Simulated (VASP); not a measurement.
# Sb in VASP: a series of runs

The runs below take Sb through single point, with PBEsol.

Everything below comes from runs of VASP 6.6.1. Logs are shortened: lines on timing, memory, paths and dates and some standing lists are left out, and cuts for length are marked.

### Step 1. The cell of the first run

It takes space group Pm-3m (No. 221, cubic). The conventional cell has a = 3.083 Å, b = 3.083 Å, c = 3.083 Å, α = 90.00°, β = 90.00°, γ = 90.00°. Sb (site symmetry m-3m) has 6 Sb at 3.08 Å within 4.1 Å.

### Step 2. Single point, PBEsol

INCAR

```
SYSTEM = Sb
  PREC = Accurate
  ENCUT = 520
  EDIFF = 1E-6
  ISMEAR = -1
  SIGMA = 0.15
  LREAL = .False.
  LASPH = .True.
  NELM = 80
  ALGO = Normal
  ISIF = 2
  LWAVE = .False.
  LCHARG = .False.
  GGA = PS
  NBANDS = 8
```

KPOINTS

```
Automatic mesh
0
Gamma
  12 12 12
  0 0 0
```

POSCAR

```
Sb
1.0
    3.0833436100      0.0000000000      0.0000000000
    0.0000000000      3.0833436100      0.0000000000
    0.0000000000      0.0000000000      3.0833436100
Sb
1
Direct
    0.0000000000      0.0000000000      0.0000000000
```

Potentials or basis: VASP PAW PBE potentials, release 64 (Sb).

Command:

```bash
$ cat potpaw_PBE.64/Sb/POTCAR > POTCAR
$ mpirun -np 1 vasp_std > vasp.out
```

OUTCAR:

```text
SYSTEM = Sb
   PREC = Accurate
   ENCUT = 520
   EDIFF = 1E-6
   ISMEAR = -1
   LREAL = .False.
   LASPH = .True.
   NELM = 80
   ISIF = 2
   GGA = PS

 ion  position               nearest neighbor table
   1  0.000  0.000  0.000-

  LATTYP: Found a simple cubic cell.
 ALAT       =     3.0833436100

  Lattice vectors:

 A1 = (   3.0833436100,   0.0000000000,   0.0000000000)
 A2 = (   0.0000000000,   3.0833436100,   0.0000000000)
 A3 = (   0.0000000000,   0.0000000000,   3.0833436100)

Analysis of symmetry for initial positions (statically):
=====================================================================
 Subroutine PRICEL returns:
 Original cell was already a primitive cell.

 Routine SETGRP: Setting up the symmetry group for a
 simple cubic supercell.

 Subroutine GETGRP returns: Found 48 space group operations
 (whereof 48 operations were pure point group operations)
 out of a pool of 48 trial point group operations.

The static configuration has the point symmetry O_h .

Analysis of symmetry for dynamics (positions and initial velocities):
=====================================================================
 Subroutine PRICEL returns:
 Original cell was already a primitive cell.

 Routine SETGRP: Setting up the symmetry group for a
 simple cubic supercell.

 Subroutine GETGRP returns: Found 48 space group operations
 (whereof 48 operations were pure point group operations)
 out of a pool of 48 trial point group operations.

The dynamic configuration has the point symmetry O_h .

 Subroutine INISYM returns: Found 48 space group operations
 (whereof 48 operations are pure point group operations),
 and found     1 'primitive' translations

----------------------------------------------------------------------------------------

                                     Primitive cell

  volume of cell :      29.3134

  direct lattice vectors                    reciprocal lattice vectors
     3.083343610  0.000000000  0.000000000     0.324323243  0.000000000  0.000000000
     0.000000000  3.083343610  0.000000000     0.000000000  0.324323243  0.000000000
     0.000000000  0.000000000  3.083343610     0.000000000  0.000000000  0.324323243

  length of vectors
     3.083343610  3.083343610  3.083343610     0.324323243  0.324323243  0.324323243

  position of ions in fractional coordinates (direct lattice)
     0.000000000  0.000000000  0.000000000

  ion indices of the primitive-cell ions
   primitive index   ion index
                 1           1

----------------------------------------------------------------------------------------

 KPOINTS: Automatic mesh

Automatic generation of k-mesh.
 Grid dimensions read from file:
 generate k-points for:   12   12   12

 Generating k-lattice:

  Cartesian coordinates                     Fractional coordinates (reciprocal lattice)
     0.027026937  0.000000000  0.000000000     0.083333333  0.000000000  0.000000000
     0.000000000  0.027026937  0.000000000     0.000000000  0.083333333  0.000000000
     0.000000000  0.000000000  0.027026937     0.000000000  0.000000000  0.083333333

  Length of vectors
     0.027026937  0.027026937  0.027026937

  Shift w.r.t. Gamma in fractional coordinates (k-lattice)
     0.000000000  0.000000000  0.000000000

 Subroutine IBZKPT returns following result:
 ===========================================

 Found     84 irreducible k-points:

 Following reciprocal coordinates:
            Coordinates               Weight
  0.000000  0.000000  0.000000      1.000000
  0.083333  0.000000  0.000000      6.000000
  0.166667  0.000000  0.000000      6.000000
  0.250000  0.000000  0.000000      6.000000
  0.333333  0.000000  0.000000      6.000000
  0.416667  0.000000  0.000000      6.000000
[... 16 lines left out ...]
  0.333333  0.333333  0.000000     12.000000
  0.416667  0.333333  0.000000     24.000000
 [... further k-points ...]
   k-points           NKPTS =     84   k-points in BZ     NKDIM =     84   number of bands    NBANDS=      8
   number of dos      NEDOS =    301   number of ions     NIONS =      1
   total plane-waves  NPLWV =  13824
   dimension x,y,z NGX =    24 NGY =   24 NGZ =   24
   dimension x,y,z NGXF=    48 NGYF=   48 NGZF=   48
   ions per type =               1
   NGX,Y,Z   is equivalent  to a cutoff of  12.94, 12.94, 12.94 a.u.
   NGXF,Y,Z  is equivalent  to a cutoff of  25.88, 25.88, 25.88 a.u.
 SYSTEM =  Sb
   PREC   = accura    normal or accurate (medium, high low for compatibility)
   ISTART =      0    job   : 0-new  1-cont  2-samecut
   ICHARG =      2    charge: 1-file 2-atom 10-const
   ISPIN  =      1    spin polarized calculation?
   LNONCOLLINEAR =      F non collinear calculations
   LSORBIT =      F    spin-orbit coupling
   LASPH  =      T    aspherical Exc in radial PAW
   ENCUT  =  520.0 eV  38.22 Ry    6.18 a.u.   5.73  5.73  5.73*2*pi/ulx,y,z
   NELM   =     80;   NELMIN=  2; NELMDL= -5     # of ELM steps
   EDIFF  = 0.1E-05   stopping-criterion for ELM
   LREAL  =      F    real-space projection
   EDIFFG = 0.1E-04   stopping-criterion for IOM
   NSW    =      0    number of steps for IOM
   IBRION =     -1    ionic relax: 0-MD 1-quasi-New 2-CG
   NFREE  =      0    steps in history (QN), initial steepest desc. (CG)
   ISIF   =      2    stress and relaxation
   ISYM   =      2    0-nonsym 1-usesym 2-fastsym
   POTIM  = 0.5000    time-step for ionic-motion
   TEBEG  =    0.0;   TEEND  =   0.0 temperature during run
   PSTRESS=    0.0 pullay stress
   NELECT =       5.0000    total number of electrons
   NUPDOWN=      -1.0000    fix difference up-down
   EMIN   =  10.00;   EMAX   =-10.00  energy-range for DOS
   EFERMI =   0.00;   METHOD = LEGACY
   ISMEAR =    -1;   SIGMA  =   0.15  broadening in eV -4-tet -1-fermi 0-gaus
   EFERMI_NEDOS =   21; number of points for ismear=-14 and -15
   IALGO  =     38    algorithm
   IMIX   =      4    mixing-type and parameters
     AMIX     =   0.40;   BMIX     =  1.00
     AMIX_MAG =   1.60;   BMIX_MAG =  1.00
  volume/ion in A,a.u.               =      29.31       197.82
  Fermi-wavevector in a.u.,A,eV,Ry     =   0.907910  1.715702 11.215296  0.824301
  Thomas-Fermi vector in A             =   2.031774
   LORBIT       =      0    0 simple, 1 ext, 2 COOP (PROOUT), +10 PAW based schemes
   GGA     = PS    functional components
   LHFCALC =     F    Hartree Fock is set to
   AEXX    =    0.0000 exact exchange contribution
   IVDW    =     0    specifies the selected vdW correction
   LEPSILON=     F    determine dielectric tensor
   LRPA    =     F    only Hartree local field effects (RPA)
 non-spin polarized calculation
  energy-cutoff  :      520.00
  volume of cell :       29.31
 maximum number of plane-waves:       840
 NGX is ok and might be reduce to    24
   NGX = 11   NGY = 11   NGZ = 11

 number of electron       4.9999999 magnetization

 Free energy of the ion-electron system (eV)
  ---------------------------------------------------
  ext. energy  EPLUGINS =         0.00000000
  ---------------------------------------------------
  free energy    TOTEN  =        -4.54205089 eV

  energy without entropy =       -4.49724948  energy(sigma->0) =       -4.51965019

 E-fermi :   7.2673     XC(G=0):  -9.8279

 val. band max:        7.2399099378   @ k =   0.4167   0.3333   0.3333
 cond. band min:       7.2737817035   @ k =   0.4167   0.2500   0.0833
 fundamental gap:      0.0338717657
 Fermi energy:         7.2672659810

 k-point     1 :       0.0000    0.0000    0.0000
  band No.  band energies     occupation
      1      -5.3287      2.00000
      2      10.5130      0.00000
      3      10.5130      0.00000
      4      10.5130      0.00000
      5      14.1755      0.00000
      6      14.1755      0.00000
      7      15.4503      0.00000
      8      25.0403      0.00000

 k-point     2 :       0.0833    0.0000    0.0000
  band No.  band energies     occupation
      1      -5.2261      2.00000
      2       9.2746      0.00000
      3      10.6147      0.00000
      4      10.6147      0.00000
      5      14.2564      0.00000
      6      14.8407      0.00000
      7      16.2442      0.00000
      8      24.1381      0.00000

 k-point     3 :       0.1667    0.0000    0.0000
  band No.  band energies     occupation
      1      -4.9220      2.00000
      2       7.1990      1.22355
      3      10.9096      0.00000
      4      10.9096      0.00000
      5      14.4976      0.00000
      6      15.2833      0.00000
      7      18.5143      0.00000
      8      22.6989      0.00000

 k-point     4 :       0.2500    0.0000    0.0000
  band No.  band energies     occupation
      1      -4.4317      2.00000
      2       5.1693      2.00000
      3      11.3628      0.00000
      4      11.3628      0.00000
      5      14.8924      0.00000
      6      15.7543      0.00000
      7      20.9126      0.00000
      8      21.2658      0.00000

 k-point     5 :       0.3333    0.0000    0.0000
  band No.  band energies     occupation
      1      -3.7992      2.00000
      2       3.3890      2.00000
      3      11.9001      0.00000
      4      11.9001      0.00000
      5      15.4191      0.00000
      6      16.3808      0.00000
      7      19.9987      0.00000
      8      19.9987      0.00000
[... 177 lines left out ...]
 k-point    22 :       0.5000    0.2500    0.0000
  band No.  band energies     occupation
      1      -1.9213      2.00000
      2       2.3217      2.00000
      3       7.4277      0.51105
      4      12.3259      0.00000
      5      13.4559      0.00000
      6      18.0740      0.00000
      7      19.1065      0.00000
      8      19.3995      0.00000

 k-point    23 :       0.3333    0.3333    0.0000
  band No.  band energies     occupation
      1      -2.2519      2.00000
      2       4.5952      2.00000
      3       5.0427      2.00000
      4      12.3527      0.00000
      5      13.3104      0.00000
      6      17.3779      0.00000
      7      21.0245      0.00000
      8      21.2215      0.00000

 k-point    24 :       0.4167    0.3333    0.0000
  band No.  band energies     occupation
      1      -1.5889      2.00000
      2       3.4279      2.00000
      3       5.3762      1.99999
      4      11.2261      0.00000
      5      13.7969      0.00000
      6      18.1070      0.00000
      7      20.2274      0.00000
      8      20.4074      0.00000

 [... further k-points ...]
[... 5 lines left out ...]
  --------------------------------------------------------------------------------------
  -------------------------------------------------------------------------------------
  Total       -0.1839536     -0.1839536     -0.1839536      0.0000000      0.0000000     -0.0000000
  in kB      -10.0543314    -10.0543314    -10.0543314      0.0000000      0.0000000     -0.0000000
  external PRESSURE =     -10.0543314 kB  Pullay stress =       0.0000000 kB

 VOLUME and BASIS-vectors are now :
 -----------------------------------------------------------------------------
  energy-cutoff  :      520.00
  volume of cell :       29.31
      direct lattice vectors                 reciprocal lattice vectors
     3.083343610  0.000000000  0.000000000     0.324323243  0.000000000  0.000000000
     0.000000000  3.083343610  0.000000000     0.000000000  0.324323243  0.000000000
     0.000000000  0.000000000  3.083343610     0.000000000  0.000000000  0.324323243

 POSITION                                       TOTAL-FORCE (eV/Angst)
 -----------------------------------------------------------------------------------
      0.00000      0.00000      0.00000         0.000000      0.000000      0.000000
 -----------------------------------------------------------------------------------
    total drift:                               -0.000000      0.000000      0.000000

  FREE ENERGIE OF THE ION-ELECTRON SYSTEM (eV)
  ---------------------------------------------------
  free  energy   TOTEN  =        -4.5420508942 eV

  energy  without entropy=       -4.4972494835  energy(sigma->0) =       -4.51965019
```

It took 14 s on 1 thread of Intel Xeon 8259CL, shared host; peak memory 0.15 GiB.

Results:

```yaml
Free_energy: -4.5421 eV
Pressure: -1.0 GPa
```

Levels at points of the mesh, in eV from the Fermi level:
```csv
k point,band 1,band 2,band 3,band 4,band 5,band 6,band 7
"(0.00, 0.00, 0.00)",-12.60,3.25,3.25,3.25,6.91,6.91,8.18
"(0.50, 0.00, 0.00)",-10.11,-5.78,5.31,5.31,9.05,10.51,11.43
"(0.50, 0.50, 0.00)",-7.46,-3.68,-3.68,1.99,7.42,12.98,13.24
"(0.50, 0.50, 0.50)",-4.50,-1.70,-1.70,-1.70,4.73,4.73,4.73
```

Caveat: the PAW data sets were made with another functional, which shifts forces and pressure a little; spin-orbit coupling is left out, which moves the levels of the heavy elements.

### Step 3. Single point, PBEsol

INCAR

```
SYSTEM = Sb
PREC     = Accurate       ! precision mode
ENCUT    = 520            ! plane-wave cutoff, eV
EDIFF    = 1E-7           ! SCF threshold, eV
ISMEAR   = -1             ! smearing method
SIGMA    = 0.28           ! smearing width, eV
LREAL    = .FALSE.        ! projectors in reciprocal space
LASPH    = .TRUE.         ! aspherical terms in the spheres
NELM     = 80             ! most SCF steps
ALGO     = Normal         ! electronic algorithm
ISIF     = 2              ! what is computed and relaxed
LWAVE    = .FALSE.        ! write WAVECAR
LCHARG   = .TRUE.         ! write CHGCAR
GGA      = PS             ! functional
LELF     = .TRUE.         ! ELF
LVHAR    = .TRUE.       
NBANDS   = 8              ! bands
```

KPOINTS

```
Automatic mesh
0
G
  12 12 12
  0 0 0
```

POSCAR is that of step 2.

Potentials or basis: VASP PAW PBE potentials, release 64 (Sb).

Command:

```bash
$ cat potpaw_PBE.64/Sb/POTCAR > POTCAR
$ mpirun -np 1 vasp_std > vasp.out
```

It took 18 s on 1 thread of Intel Xeon 8259CL, shared host; peak memory 0.15 GiB.

Results (log left out):

```
Free energy : -4.5935 eV
Pressure    : -0.7 GPa
```

Levels at points of the mesh, in eV from the Fermi level:
```csv
k point,band 1,band 2,band 3,band 4,band 5,band 6,band 7,band 8
"(0.00, 0.00, 0.00)",-12.56,3.28,3.28,3.28,6.94,6.94,8.22,17.81
"(0.50, 0.00, 0.00)",-10.07,-5.74,5.35,5.35,9.09,10.54,11.47,11.49
"(0.50, 0.50, 0.00)",-7.43,-3.64,-3.64,2.03,7.46,13.02,13.27,13.27
"(0.50, 0.50, 0.50)",-4.47,-1.67,-1.67,-1.67,4.76,4.76,4.76,6.76
```

Caveat: the PAW data sets were made with another functional, which shifts forces and pressure a little; spin-orbit coupling is left out, which moves the levels of the heavy elements.

(Continued in part 2 of 2.)
